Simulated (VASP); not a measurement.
# WSe2 (I4_1/amd) in VASP: notebook

WSe2 is run at these levels: r2SCAN+rVV10; tasks: single point.

Everything below comes from runs of VASP 6.6.1. Logs are shortened: lines on timing, memory, paths and dates and some standing lists are left out, and cuts for length are marked.

## Step 1: The cell of the first run

It takes space group I4_1/amd (No. 141, tetragonal). Conventional cell: a = 5.001 Å, b = 5.001 Å, c = 9.464 Å, α = 90.00°, β = 90.00°, γ = 90.00°. Within 3.3 Å of W (site symmetry -4m2) lie 6 Se at 2.51 to 2.56 Å. Se (site symmetry 2mm) has 3 W at 2.51 to 2.56 Å and 2 Se at 3.18 Å within 3.3 Å.

## Step 2: Single point, r2SCAN+rVV10

File POSCAR:

```
WSe2
1.0
   -2.5003497533      2.5003497533      4.7321696254
    2.5003497533     -2.5003497533      4.7321696254
    2.5003497533      2.5003497533     -4.7321696254
W Se
2 4
Direct
    0.7500000000      0.2500000000      0.5000000000
    0.0000000000      0.0000000000      0.0000000000
    0.4790579426     -0.0209420574      0.5000000000
    0.7290579426      0.7290579426      0.0000000000
    0.2709420574      0.2709420574      0.0000000000
    1.0209420574      0.5209420574      0.5000000000
```

File INCAR.step1:

```
SYSTEM = WSe2
PREC = Accurate ; ENCUT = 520
ISMEAR = -1 ; SIGMA = 0.03
LREAL = .FALSE. ; LASPH = .TRUE.
NELM = 80 ; NBANDS = 35
GGA = PE ; ALGO = Normal
EDIFF = 1E-4 ; LWAVE = .TRUE.
LCHARG = .FALSE.
```

File INCAR.step2:

```
SYSTEM = WSe2
PREC = Accurate ; ENCUT = 520
EDIFF = 1E-6 ; ISMEAR = -1
SIGMA = 0.03 ; LREAL = .FALSE.
LASPH = .TRUE. ; NELM = 80
ALGO = Normal ; ISIF = 2
LWAVE = .FALSE. ; LCHARG = .FALSE.
METAGGA = R2SCAN ; LMIXTAU = .TRUE.
LUSE_VDW = .TRUE. ; IVDW_NL = 2
BPARAM = 11.95 ; CPARAM = 0.0093
NBANDS = 35 ; ISTART = 1
```

File KPOINTS:

```
regular mesh
0
G
  6 6 6
  0 0 0
```

Potentials or basis: VASP PAW PBE potentials, release 64 (W_sv, Se).

Run with:

```
cat potpaw_PBE.64/W_sv/POTCAR potpaw_PBE.64/Se/POTCAR > POTCAR
cp INCAR.step1 INCAR
mpirun -np 1 vasp_std > vasp.out
cp INCAR.step2 INCAR
mpirun -np 1 vasp_std > vasp.out
```

OUTCAR:

```text
SYSTEM = WSe2
   PREC = Accurate
   ENCUT = 520
   EDIFF = 1E-6
   ISMEAR = -1
   LREAL = .FALSE.
   LASPH = .TRUE.
   NELM = 80
   ISIF = 2
   METAGGA = R2SCAN
   IVDW_NL = 2
   BPARAM = 11.95
   ISTART = 1

 ion  position               nearest neighbor table
   1  0.750  0.250  0.500-   5 2.51   4 2.51   5 2.51   4 2.51   3 2.56   6 2.56   2 3.44   2 3.44
                             2 3.44   2 3.44
   2  0.000  0.000  0.000-   6 2.51   3 2.51   6 2.51   3 2.51   4 2.56   5 2.56   1 3.44   1 3.44
                             1 3.44   1 3.44
   3  0.479  0.979  0.500-   2 2.51   2 2.51   1 2.56
   4  0.729  0.729  0.000-   1 2.51   1 2.51   2 2.56
   5  0.271  0.271  0.000-   1 2.51   1 2.51   2 2.56
   6  0.021  0.521  0.500-   2 2.51   2 2.51   1 2.56

  LATTYP: Found a body centered tetragonal cell.
 ALAT       =     5.0006995066
 C/A-ratio  =     1.8926030725

  Lattice vectors:

 A1 = (  -2.5003497533,   2.5003497533,   4.7321696254)
 A2 = (   2.5003497533,  -2.5003497533,   4.7321696254)
 A3 = (   2.5003497533,   2.5003497533,  -4.7321696254)

Analysis of symmetry for initial positions (statically):
=====================================================================
 Subroutine PRICEL returns:
 Original cell was already a primitive cell.

 Routine SETGRP: Setting up the symmetry group for a
 body centered tetragonal supercell.

 Subroutine GETGRP returns: Found 16 space group operations
 (whereof  8 operations were pure point group operations)
 out of a pool of 16 trial point group operations.

The static configuration has the point symmetry D_2d.
 The point group associated with its full space group is D_4h.

Analysis of symmetry for dynamics (positions and initial velocities):
=====================================================================
 Subroutine PRICEL returns:
 Original cell was already a primitive cell.

 Routine SETGRP: Setting up the symmetry group for a
 body centered tetragonal supercell.

 Subroutine GETGRP returns: Found 16 space group operations
 (whereof  8 operations were pure point group operations)
 out of a pool of 16 trial point group operations.

The dynamic configuration has the point symmetry D_2d.
 The point group associated with its full space group is D_4h.

 Subroutine INISYM returns: Found 16 space group operations
 (whereof  8 operations are pure point group operations),
 and found     1 'primitive' translations

----------------------------------------------------------------------------------------
[... 100 lines left out ...]
   NELM   =     80;   NELMIN=  2; NELMDL=  0     # of ELM steps
   EDIFF  = 0.1E-05   stopping-criterion for ELM
   LREAL  =      F    real-space projection
   EDIFFG = 0.1E-04   stopping-criterion for IOM
   NSW    =      0    number of steps for IOM
   IBRION =     -1    ionic relax: 0-MD 1-quasi-New 2-CG
   NFREE  =      0    steps in history (QN), initial steepest desc. (CG)
   ISIF   =      2    stress and relaxation
   ISYM   =      2    0-nonsym 1-usesym 2-fastsym
   POTIM  = 0.5000    time-step for ionic-motion
   TEBEG  =    0.0;   TEEND  =   0.0 temperature during run
   PSTRESS=    0.0 pullay stress
   NELECT =      52.0000    total number of electrons
   NUPDOWN=      -1.0000    fix difference up-down
   EMIN   =  10.00;   EMAX   =-10.00  energy-range for DOS
   EFERMI =   0.00;   METHOD = LEGACY
   ISMEAR =    -1;   SIGMA  =   0.03  broadening in eV -4-tet -1-fermi 0-gaus
   EFERMI_NEDOS =   21; number of points for ismear=-14 and -15
   IALGO  =     38    algorithm
   IMIX   =      4    mixing-type and parameters
     AMIX     =   0.40;   BMIX     =  1.00
     AMIX_MAG =   1.60;   BMIX_MAG =  1.00
  volume/ion in A,a.u.               =      19.72       133.10
  Fermi-wavevector in a.u.,A,eV,Ry     =   1.244616  2.351983 21.076359  1.549069
  Thomas-Fermi vector in A             =   2.378875
   LORBIT       =      0    0 simple, 1 ext, 2 COOP (PROOUT), +10 PAW based schemes
   METAGGA = R2SCAN    functional components
   LHFCALC =     F    Hartree Fock is set to
   AEXX    =    0.0000 exact exchange contribution
   IVDW_NL    =     2    kernel type
   BPARAM     =11.9500
   IVDW    =     0    specifies the selected vdW correction
   LEPSILON=     F    determine dielectric tensor
   LRPA    =     F    only Hartree local field effects (RPA)
 non-spin polarized calculation
  energy-cutoff  :      520.00
  volume of cell :      118.34
 maximum number of plane-waves:      3214
 NGX is ok and might be reduce to    48
   NGX = 21   NGY = 21   NGZ = 21

 number of electron      51.9999999 magnetization

 Free energy of the ion-electron system (eV)
  ---------------------------------------------------
  ext. energy  EPLUGINS =         0.00000000
  ---------------------------------------------------
  free energy    TOTEN  =      -158.59546659 eV

  energy without entropy =     -158.58688433  energy(sigma->0) =     -158.59117546

 E-fermi :   6.9408     XC(G=0): -11.7065

 val. band max:        6.9210410507   @ k =  -0.3333  -0.3333   0.3333
 cond. band min:       6.9525914036   @ k =   0.5000   0.5000   0.5000
 fundamental gap:      0.0315503529
 Fermi energy:         6.9408172694

 k-point     1 :       0.0000    0.0000    0.0000
  band No.  band energies     occupation
      1     -70.1260      2.00000
      2     -70.1198      2.00000
      3     -33.7520      2.00000
      4     -33.7520      2.00000
      5     -33.7120      2.00000
      6     -33.7120      2.00000
[... 901 lines left out ...]
     34       9.9891      0.00000
     35      11.5874      0.00000

 [... further k-points ...]
[... 5 lines left out ...]
  --------------------------------------------------------------------------------------
  -------------------------------------------------------------------------------------
  Total        0.4319021      0.4319021      0.4381058      0.0000000      0.0000000      0.0000000
  in kB        5.8475523      5.8475523      5.9315435      0.0000000      0.0000000      0.0000000
  external PRESSURE =       5.8755494 kB  Pullay stress =       0.0000000 kB

 VOLUME and BASIS-vectors are now :
 -----------------------------------------------------------------------------
  energy-cutoff  :      520.00
  volume of cell :      118.34
      direct lattice vectors                 reciprocal lattice vectors
    -2.500349753  2.500349753  4.732169625     0.000000000  0.199972024  0.105659780
     2.500349753 -2.500349753  4.732169625     0.199972024  0.000000000  0.105659780
     2.500349753  2.500349753 -4.732169625     0.199972024  0.199972024  0.000000000

 POSITION                                       TOTAL-FORCE (eV/Angst)
 -----------------------------------------------------------------------------------
      0.00000      2.50035      2.36608        -0.000000     -0.000000      0.000000
      0.00000      0.00000      0.00000        -0.000000     -0.000000      0.000000
      2.50035      0.00000      4.53397         0.000000     -0.000000     -0.019117
      0.00000      0.00000      6.90005        -0.000000      0.000000     -0.019117
      0.00000      0.00000      2.56429        -0.000000      0.000000      0.019117
      2.50035      0.00000      0.19820         0.000000     -0.000000      0.019117
 -----------------------------------------------------------------------------------
    total drift:                                0.000000     -0.000000      0.000000

  FREE ENERGIE OF THE ION-ELECTRON SYSTEM (eV)
  ---------------------------------------------------
  free  energy   TOTEN  =      -158.5954665934 eV

  energy  without entropy=     -158.5868843268  energy(sigma->0) =     -158.59117546
```

OUTCAR.step1:

```text
SYSTEM = WSe2
   PREC = Accurate
   ENCUT = 520
   ISMEAR = -1
   LREAL = .FALSE.
   LASPH = .TRUE.
   NELM = 80
[... 1152 lines left out ...]
      0.00000      0.00000      6.90005         0.000000     -0.000000     -0.218742
      0.00000      0.00000      2.56429         0.000000     -0.000000      0.218742
      2.50035      0.00000      0.19820        -0.000000      0.000000      0.218742
 -----------------------------------------------------------------------------------
    total drift:                                0.000000     -0.000000      0.000000

  FREE ENERGIE OF THE ION-ELECTRON SYSTEM (eV)
  ---------------------------------------------------
  free  energy   TOTEN  =       -39.2665955096 eV

  energy  without entropy=      -39.2569991035  energy(sigma->0) =      -39.26179731
```

It took 6.5 min on 1 thread of Intel Xeon 6975P-C (Granite Rapids), shared host; peak memory 0.8 GiB.

What came out:

```yaml
Free_energy: -158.5955 eV
Pressure: 0.6 GPa
Largest_force: 0.019 eV/Å
Band_gap_on_the_k_mesh: zero (band 26 reaches 7.39 eV, above the bottom of band 27 at 5.16 eV)
```

Forces on the atoms (eV/Å):
```
W    0.000  0.000  0.000
W    0.000  0.000  0.000
Se   0.000  0.000 -0.019
Se   0.000  0.000 -0.019
Se   0.000  0.000  0.019
Se   0.000  0.000  0.019
```

Caveat: the PAW data sets were made with another functional, which shifts forces and pressure a little; spin-orbit coupling is left out, which moves the levels of the heavy elements.

## Step 3: Single point, r2SCAN+rVV10

POSCAR is that of step 2.

File INCAR.step1:

```
PREC     = Accurate       # precision mode
ENCUT    = 520            # plane-wave cutoff, eV
ISMEAR   = -1             # smearing method
SIGMA    = 0.03           # smearing width, eV
LREAL    = F              # projectors in reciprocal space
LASPH    = T              # aspherical terms in the spheres
NELM     = 100            # most SCF steps
NBANDS   = 35             # bands
GGA      = PE             # functional
ALGO     = Normal         # electronic algorithm
EDIFF    = 1E-4           # SCF threshold, eV
LWAVE    = T              # write WAVECAR
LCHARG   = F              # write CHGCAR
```

File INCAR.step2:

```
PREC     = Accurate       # precision mode
ENCUT    = 520            # plane-wave cutoff, eV
EDIFF    = 1E-6           # SCF threshold, eV
ISMEAR   = -1             # smearing method
SIGMA    = 0.03           # smearing width, eV
LREAL    = F              # projectors in reciprocal space
LASPH    = T              # aspherical terms in the spheres
NELM     = 100            # most SCF steps
ALGO     = Normal         # electronic algorithm
ISIF     = 2              # what is computed and relaxed
LWAVE    = F              # write WAVECAR
LCHARG   = F              # write CHGCAR
METAGGA  = R2SCAN         # meta-GGA
LMIXTAU  = T            
LUSE_VDW = T            
IVDW_NL  = 2            
BPARAM   = 11.95        
CPARAM   = 0.0093       
NBANDS   = 35             # bands
ISTART   = 1
```

File KPOINTS:

```
regular mesh
0
Gamma
  8 8 8
```

Potentials or basis: VASP PAW PBE potentials, release 64 (W_sv, Se).

Run with:

```
cat potpaw_PBE.64/W_sv/POTCAR potpaw_PBE.64/Se/POTCAR > POTCAR
cp INCAR.step1 INCAR
mpirun -np 1 vasp_std > vasp.out
cp INCAR.step2 INCAR
mpirun -np 1 vasp_std > vasp.out
```

Run time: 11 min. Hardware: 1 thread of Intel Xeon 6975P-C (Granite Rapids), shared host; peak memory 0.85 GiB.

Results (log left out):

* Free energy: -158.5835 eV
* Pressure: 0.7 GPa
* Largest force: 0.016 eV/Å
* Band gap on the k mesh: zero (band 26 reaches 7.44 eV, above the bottom of band 27 at 5.15 eV)

Forces in eV/Å, atoms in the order of the input:
```
W    0.000  0.000  0.000
W    0.000  0.000  0.000
Se   0.000  0.000 -0.016
Se   0.000  0.000 -0.016
Se   0.000  0.000  0.016
Se   0.000  0.000  0.016
```

Stress tensor (GPa, compression positive):
```
0.48 0.00 0.00
0.00 0.48 0.00
0.00 0.00 0.99
```

Levels at points of the mesh, in eV from the Fermi level:
| k point | band 22 | band 23 | band 24 | band 25 | band 26 | band 27 | band 28 | band 29 | band 30 | band 31 |
| --- | --- | --- | --- | --- | --- | --- | --- | --- | --- | --- |
| (0.00, 0.00, 0.00) | -2.55 | -1.22 | -1.22 | -0.79 | -0.49 | -0.28 | -0.28 | -0.23 | 0.00 | 0.91 |
| (0.50, 0.00, 0.00) | -3.47 | -1.47 | -1.40 | -1.24 | -0.04 | 0.23 | 0.27 | 1.08 | 1.14 | 1.25 |
| (0.50, 0.50, 0.00) | -3.56 | -1.32 | -1.32 | 0.24 | 0.24 | 1.19 | 1.19 | 1.55 | 1.55 | 4.29 |
| (0.50, 0.50, 0.50) | -2.75 | -1.85 | -1.85 | -1.76 | -1.76 | -1.75 | -1.75 | 0.04 | 0.04 | 1.74 |

Caveat: the PAW data sets were made with another functional, which shifts forces and pressure a little; spin-orbit coupling is left out, which moves the levels of the heavy elements.
